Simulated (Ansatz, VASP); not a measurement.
**GaN: VASP beside Ansatz**

File INCAR:

```
SYSTEM = GaN
PREC     = Accurate       ! precision mode
ENCUT    = 600            ! plane-wave cutoff, eV
EDIFF    = 1E-6           ! SCF threshold, eV
ISMEAR   = -1             ! smearing method
SIGMA    = 0.001          ! smearing width, eV
LREAL    = .False.        ! projectors in reciprocal space
LASPH    = .True.         ! aspherical terms in the spheres
NELM     = 120            ! most SCF steps
ALGO     = Normal         ! electronic algorithm
ISIF     = 2              ! what is computed and relaxed
LWAVE    = .False.        ! write WAVECAR
LCHARG   = .False.        ! write CHGCAR
GGA      = PS             ! functional
NBANDS   = 26             ! bands
GGA_COMPAT= .False.
```

KPOINTS

```
Automatic mesh
0
Gamma
  6 6 4
  0 0 0
```

File POSCAR:

```
GaN
1.0
    3.3000346668      0.0000000000      0.0000000000
   -1.6500173334      2.8579138548      0.0000000000
    0.0000000000      0.0000000000      4.7558752377
Ga N
2 2
Direct
    0.3333333333      0.6666666667      0.2500000000
    0.6666666667      0.3333333333      0.7500000000
    0.6666666667      0.3333333333      0.2500000000
    0.3333333333      0.6666666667      0.7500000000
```

Input for Ansatz:

```yaml
crystal:
  lattice:
    - [3.3000346668, 0.0, 0.0]
    - [-1.6500173334, 2.8579138548, 0.0]
    - [0.0, 0.0, 4.7558752377]
  atoms:
    - { symbol: Ga, position: [0.3333333333, 0.6666666667, 0.25] }
    - { symbol: Ga, position: [0.6666666667, 0.3333333333, 0.75] }
    - { symbol: "N", position: [0.6666666667, 0.3333333333, 0.25] }
    - { symbol: "N", position: [0.3333333333, 0.6666666667, 0.75] }
kpoints:
  mp_grid: { grid: [6, 6, 4] }
hamiltonian:
  xc: pbesol
scf:
  occupations: { method: fermi_dirac, width: 0.001 }
  n_extra_bands: 5
output:
  forces: true
  stress: true
  eigenvalues: true
```

Alike in both runs: task single point; functional PBEsol; k mesh 6 × 6 × 4; occupations fermi-dirac, width 0.001 eV; no spin polarisation.

```csv
,VASP,Ansatz
version,VASP 6.6.1,Ansatz 0.2.0
potentials or method,"VASP PAW PBE potentials, release 64 (Ga_d, N)",plane waves
plane-wave cutoff (eV),600,420
valence electrons in the cell,36,36
```

|  | VASP | Ansatz | Ansatz less VASP |
| --- | --- | --- | --- |
| gap on the k mesh at the Fermi level (eV) | 1.41 | 1.40 | -0.012 |
| pressure (GPa) | -0.3 | 0.1 | +0.34 |
| traceless stress, the component that is largest in VASP (GPa) | -0.13 | -0.66 | -0.527 |

VASP's potentials were made for PBE, not for PBEsol.
